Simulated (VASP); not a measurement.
# HfSi2O6 in VASP: notebook

The runs below take HfSi2O6 through single point, with PBE.

All numbers are computed with VASP 6.6.1; they aren't measurements. Logs are shortened: lines on timing, memory, paths and dates and some standing lists are left out, and cuts for length are marked.

### 1 The cell of the first run

The typed cell holds 9 atoms: a = 5.018 Å, b = 5.556 Å, c = 5.887 Å, α = 88.59°, β = 89.76°, γ = 116.91°.

### 2 Single point, PBE

INCAR

```
ALGO = Normal
EDIFF = 1E-6
ENCUT = 520
GGA = PE
ISIF = 2
ISMEAR = 0
LASPH = T
LCHARG = F
LREAL = F
LWAVE = F
NBANDS = 37
NELM = 60
PREC = Accurate
SIGMA = 0.1
```

KPOINTS

```
k-points
0
Gamma
  4 4 2
```

POSCAR

```
HfSi2O6
1.0
   -5.0177541105      0.0029854657      0.0112964658
    2.5119762944     -4.9549528794      0.0688042391
   -0.0117399003     -0.0867505490      5.8864058099
Hf Si O
1 2 6
Direct
    0.5416842111      1.0013499773     -0.0001006256
   -0.0128162736      0.5052189176      0.3449767179
    0.4795932818      0.4937286414      0.6550789237
    0.4291317779      0.2226855149      0.7996847484
    0.1538520450      0.4578192756      0.5680784696
    0.2103598008      0.7792345131      0.2039999580
    0.6274842988      0.7561839694      0.8152646315
    0.6945297174      0.5378009282      0.4317845674
    0.8761811409      0.2459782627      0.1812326090
```

Potentials or basis: VASP PAW PBE potentials, release 64 (Hf_pv, Si, O).

Run with:

```bash
$ cat potpaw_PBE.64/Hf_pv/POTCAR potpaw_PBE.64/Si/POTCAR potpaw_PBE.64/O/POTCAR > POTCAR
$ mpirun -np 1 vasp_std > vasp.out
```

OUTCAR:

```text
EDIFF = 1E-6
   ENCUT = 520
   GGA = PE
   ISIF = 2
   ISMEAR = 0
   LASPH = T
   LREAL = F
   NELM = 60
   PREC = Accurate

 ion  position               nearest neighbor table
   1  0.542  0.001  1.000-   6 1.95   4 1.95   7 1.95   9 1.96   2 3.41   3 3.42   2 3.49   3 3.49

   2  0.987  0.505  0.345-   6 1.63   9 1.63   5 1.64   8 1.64   3 3.10   3 3.10   1 3.41   1 3.49

   3  0.480  0.494  0.655-   4 1.63   7 1.63   8 1.64   5 1.64   2 3.10   2 3.10   1 3.42   1 3.49

   4  0.429  0.223  0.800-   3 1.63   1 1.95
   5  0.154  0.458  0.568-   2 1.64   3 1.64
   6  0.210  0.779  0.204-   2 1.63   1 1.95
   7  0.627  0.756  0.815-   3 1.63   1 1.95
   8  0.695  0.538  0.432-   3 1.64   2 1.64
   9  0.876  0.246  0.181-   2 1.63   1 1.96

  LATTYP: Found a triclinic cell.
 ALAT       =     5.5504342040
 B/A-ratio  =     0.9040315640
 C/A-ratio  =     1.0606479611
 COS(alpha) =     0.0042364597
 COS(beta)  =     0.0284770680
 COS(gamma) =     0.4509566179

  Lattice vectors:

 A1 = (   2.5057778161,   4.9519674137,  -0.0801007049)
 A2 = (   5.0177541105,  -0.0029854657,  -0.0112964658)
 A3 = (   0.0117399003,   0.0867505490,  -5.8864058099)

Analysis of symmetry for initial positions (statically):
=====================================================================
 Subroutine PRICEL returns:
 Original cell was already a primitive cell.

 Routine SETGRP: Setting up the symmetry group for a
 triclinic supercell.

 Subroutine GETGRP returns: Found  1 space group operations
 (whereof  1 operations were pure point group operations)
 out of a pool of  2 trial point group operations.

The static configuration has the point symmetry C_1 .

Analysis of symmetry for dynamics (positions and initial velocities):
=====================================================================
 Subroutine PRICEL returns:
 Original cell was already a primitive cell.

 Routine SETGRP: Setting up the symmetry group for a
 triclinic supercell.

 Subroutine GETGRP returns: Found  1 space group operations
 (whereof  1 operations were pure point group operations)
 out of a pool of  2 trial point group operations.

The dynamic configuration has the point symmetry C_1 .

 Subroutine INISYM returns: Found  1 space group operations
 (whereof  1 operations are pure point group operations),
 and found     1 'primitive' translations

----------------------------------------------------------------------------------------

                                     Primitive cell

  volume of cell :     146.2749

  direct lattice vectors                    reciprocal lattice vectors
    -5.017754111  0.002985466  0.011296466    -0.199356746 -0.101092643 -0.001887446
     2.511976294 -4.954952879  0.068804239    -0.000126841 -0.201923896 -0.002976094
    -0.011739900 -0.086750549  5.886405810     0.000384064  0.002554226  0.169921361

  length of vectors
     5.017767714  5.555746301  5.887056721     0.223531647  0.201945866  0.169940992

  position of ions in fractional coordinates (direct lattice)
     0.541684211  0.001349977  0.999899374
     0.987183726  0.505218918  0.344976718
     0.479593282  0.493728641  0.655078924
     0.429131778  0.222685515  0.799684748
     0.153852045  0.457819276  0.568078470
     0.210359801  0.779234513  0.203999958
     0.627484299  0.756183969  0.815264631
     0.694529717  0.537800928  0.431784567
     0.876181141  0.245978263  0.181232609

  ion indices of the primitive-cell ions
   primitive index   ion index
                 1           1
                 2           2
                 3           3
                 4           4
                 5           5
                 6           6
                 7           7
                 8           8
                 9           9

----------------------------------------------------------------------------------------

 KPOINTS: k-points

Automatic generation of k-mesh.
 Grid dimensions read from file:
 generate k-points for:    4    4    2

 Generating k-lattice:

  Cartesian coordinates                     Fractional coordinates (reciprocal lattice)
    -0.049839186 -0.025273161 -0.000471861     0.250000000 -0.000000000  0.000000000
    -0.000031710 -0.050480974 -0.000744024     0.000000000  0.250000000  0.000000000
     0.000192032  0.001277113  0.084960681     0.000000000  0.000000000  0.500000000

  Length of vectors
     0.055882912  0.050486467  0.084970496

  Shift w.r.t. Gamma in fractional coordinates (k-lattice)
     0.000000000  0.000000000  0.000000000

 Subroutine IBZKPT returns following result:
 ===========================================

 Found     20 irreducible k-points:

 Following reciprocal coordinates:
            Coordinates               Weight
  0.000000  0.000000  0.000000      1.000000
  0.250000 -0.000000  0.000000      2.000000
  0.500000 -0.000000  0.000000      1.000000
 -0.000000  0.250000  0.000000      2.000000
  0.250000  0.250000 -0.000000      2.000000
  0.500000  0.250000 -0.000000      2.000000
[... 12 lines left out ...]
  0.250000  0.500000  0.500000      2.000000
  0.500000  0.500000  0.500000      1.000000
   k-points           NKPTS =     20   k-points in BZ     NKDIM =     20   number of bands    NBANDS=     37
   number of dos      NEDOS =    301   number of ions     NIONS =      9
   total plane-waves  NPLWV =  80640
   dimension x,y,z NGX =    40 NGY =   42 NGZ =   48
   dimension x,y,z NGXF=    80 NGYF=   84 NGZF=   96
   ions per type =               1   2   6
   NGX,Y,Z   is equivalent  to a cutoff of  13.25, 12.57, 13.55 a.u.
   NGXF,Y,Z  is equivalent  to a cutoff of  26.51, 25.14, 27.11 a.u.
 SYSTEM =  unknown system
   PREC   = accura    normal or accurate (medium, high low for compatibility)
   ISTART =      0    job   : 0-new  1-cont  2-samecut
   ICHARG =      2    charge: 1-file 2-atom 10-const
   ISPIN  =      1    spin polarized calculation?
   LNONCOLLINEAR =      F non collinear calculations
   LSORBIT =      F    spin-orbit coupling
   LASPH  =      T    aspherical Exc in radial PAW
   ENCUT  =  520.0 eV  38.22 Ry    6.18 a.u.   9.33 10.33 10.95*2*pi/ulx,y,z
   NELM   =     60;   NELMIN=  2; NELMDL= -5     # of ELM steps
   EDIFF  = 0.1E-05   stopping-criterion for ELM
   LREAL  =      F    real-space projection
   EDIFFG = 0.1E-04   stopping-criterion for IOM
   NSW    =      0    number of steps for IOM
   IBRION =     -1    ionic relax: 0-MD 1-quasi-New 2-CG
   NFREE  =      0    steps in history (QN), initial steepest desc. (CG)
   ISIF   =      2    stress and relaxation
   ISYM   =      2    0-nonsym 1-usesym 2-fastsym
   POTIM  = 0.5000    time-step for ionic-motion
   TEBEG  =    0.0;   TEEND  =   0.0 temperature during run
   PSTRESS=    0.0 pullay stress
   NELECT =      54.0000    total number of electrons
   NUPDOWN=      -1.0000    fix difference up-down
   EMIN   =  10.00;   EMAX   =-10.00  energy-range for DOS
   EFERMI =   0.00;   METHOD = LEGACY
   ISMEAR =     0;   SIGMA  =   0.10  broadening in eV -4-tet -1-fermi 0-gaus
   EFERMI_NEDOS =   21; number of points for ismear=-14 and -15
   IALGO  =     38    algorithm
   IMIX   =      4    mixing-type and parameters
     AMIX     =   0.40;   BMIX     =  1.00
     AMIX_MAG =   1.60;   BMIX_MAG =  1.00
  volume/ion in A,a.u.               =      16.25       109.68
  Fermi-wavevector in a.u.,A,eV,Ry     =   1.174400  2.219295 18.765370  1.379216
  Thomas-Fermi vector in A             =   2.310798
   LORBIT       =      0    0 simple, 1 ext, 2 COOP (PROOUT), +10 PAW based schemes
   GGA     = PE    functional components
   LHFCALC =     F    Hartree Fock is set to
   AEXX    =    0.0000 exact exchange contribution
   IVDW    =     0    specifies the selected vdW correction
   LEPSILON=     F    determine dielectric tensor
   LRPA    =     F    only Hartree local field effects (RPA)
 non-spin polarized calculation
 Gauss-broadening in eV      SIGMA  =   0.10
  energy-cutoff  :      520.00
  volume of cell :      146.27
 maximum number of plane-waves:      3952
 NGX is ok and might be reduce to    40
   NGX = 19   NGY = 21   NGZ = 21

 number of electron      53.9999999 magnetization

 Free energy of the ion-electron system (eV)
  ---------------------------------------------------
  ext. energy  EPLUGINS =         0.00000000
  ---------------------------------------------------
  free energy    TOTEN  =       -77.29175321 eV

  energy without entropy =      -77.29175321  energy(sigma->0) =      -77.29175321

 E-fermi :   0.0416     XC(G=0):  -8.3550

 val. band max:       -0.4933476325   @ k =   0.0000   0.0000   0.5000
 cond. band min:       4.5316550951   @ k =   0.0000   0.0000   0.0000
 fundamental gap:      5.0250027276
 Fermi energy:         0.0416143959

 k-point     1 :       0.0000    0.0000    0.0000
  band No.  band energies     occupation
      1     -29.3973      2.00000
      2     -29.3529      2.00000
      3     -29.3261      2.00000
      4     -19.2304      2.00000
      5     -17.7478      2.00000
      6     -17.4882      2.00000
[... 29 lines left out ...]
     36       9.4356      0.00000
     37      10.2418      0.00000

 k-point     2 :       0.2500   -0.0000    0.0000
  band No.  band energies     occupation
      1     -29.3985      2.00000
      2     -29.3527      2.00000
      3     -29.3266      2.00000
      4     -19.0671      2.00000
      5     -18.1015      2.00000
      6     -17.3405      2.00000
[... 29 lines left out ...]
     36       9.3166      0.00000
     37      10.0652      0.00000
[... 678 lines left out ...]
     36       9.1792      0.00000
     37       9.5611      0.00000

 k-point    20 :       0.5000    0.5000    0.5000
  band No.  band energies     occupation
      1     -29.3998      2.00000
      2     -29.3526      2.00000
      3     -29.3269      2.00000
      4     -18.6371      2.00000
      5     -18.6178      2.00000
      6     -17.3543      2.00000
[... 29 lines left out ...]
     36       9.0149      0.00000
     37       9.3198      0.00000

------------------------ aborting loop because EDIFF is reached ----------------------------------------

  FORCE on cell =-STRESS in cart. coord.  units (eV):
  Direction    XX          YY          ZZ          XY          YZ          ZX
  --------------------------------------------------------------------------------------
  -------------------------------------------------------------------------------------
  Total       -0.4055259     -0.3266701     -0.3849664     -0.0052346     -0.0191256      0.0303987
  in kB       -4.4418024     -3.5780796     -4.2166106     -0.0573352     -0.2094862      0.3329633
  external PRESSURE =      -4.0788309 kB  Pullay stress =       0.0000000 kB

 VOLUME and BASIS-vectors are now :
 -----------------------------------------------------------------------------
  energy-cutoff  :      520.00
  volume of cell :      146.27
      direct lattice vectors                 reciprocal lattice vectors
    -5.017754111  0.002985466  0.011296466    -0.199356746 -0.101092643 -0.001887446
     2.511976294 -4.954952879  0.068804239    -0.000126841 -0.201923896 -0.002976094
    -0.011739900 -0.086750549  5.886405810     0.000384064  0.002554226  0.169921361

 POSITION                                       TOTAL-FORCE (eV/Angst)
 -----------------------------------------------------------------------------------
     -2.72639     -0.09181      5.89203         0.009585      0.000466     -0.001217
     -3.68840     -2.53032      2.07659         0.004527     -0.001685      0.006352
     -1.17394     -2.50180      3.89545         0.007842      0.001704     -0.006416
     -1.60329     -1.17149      4.72744        -0.108035      0.117218      0.113049
      0.37137     -2.31729      3.37718         0.006028     -0.003952     -0.002428
      0.89949     -3.87814      1.25682        -0.103361     -0.115430     -0.118477
     -1.25862     -3.81571      4.85810         0.083869     -0.117289      0.105319
     -2.13911     -2.70016      2.58651         0.009002      0.001781      0.003612
     -3.78070     -1.23192      1.09363         0.090544      0.117186     -0.099793
 -----------------------------------------------------------------------------------
    total drift:                               -0.000517     -0.000422     -0.000279

  FREE ENERGIE OF THE ION-ELECTRON SYSTEM (eV)
  ---------------------------------------------------
  free  energy   TOTEN  =       -77.2917532148 eV

  energy  without entropy=      -77.2917532148  energy(sigma->0) =      -77.29175321
```

Run time: 92 s. Hardware: 1 thread of Intel Xeon Platinum 8488C (Sapphire Rapids), shared host; peak memory 0.31 GiB.

Results:

```
Free energy            : -77.2918 eV
Pressure               : -0.4 GPa
Largest force          : 0.195 eV/Å
Band gap on the k mesh : 5.03 eV (least direct gap 5.28 eV)
```

Forces on the atoms (eV/Å):
```
Hf   0.010  0.000 -0.001
Si   0.005 -0.002  0.006
Si   0.008  0.002 -0.006
O   -0.108  0.117  0.113
O    0.006 -0.004 -0.002
O   -0.103 -0.115 -0.118
O    0.084 -0.117  0.105
O    0.009  0.002  0.004
O    0.091  0.117 -0.100
```

Caveat: the k points lie up to 0.53 Å⁻¹ apart; spin-orbit coupling is left out, which moves the levels of the heavy elements.

(Continued in part 2 of 2.)
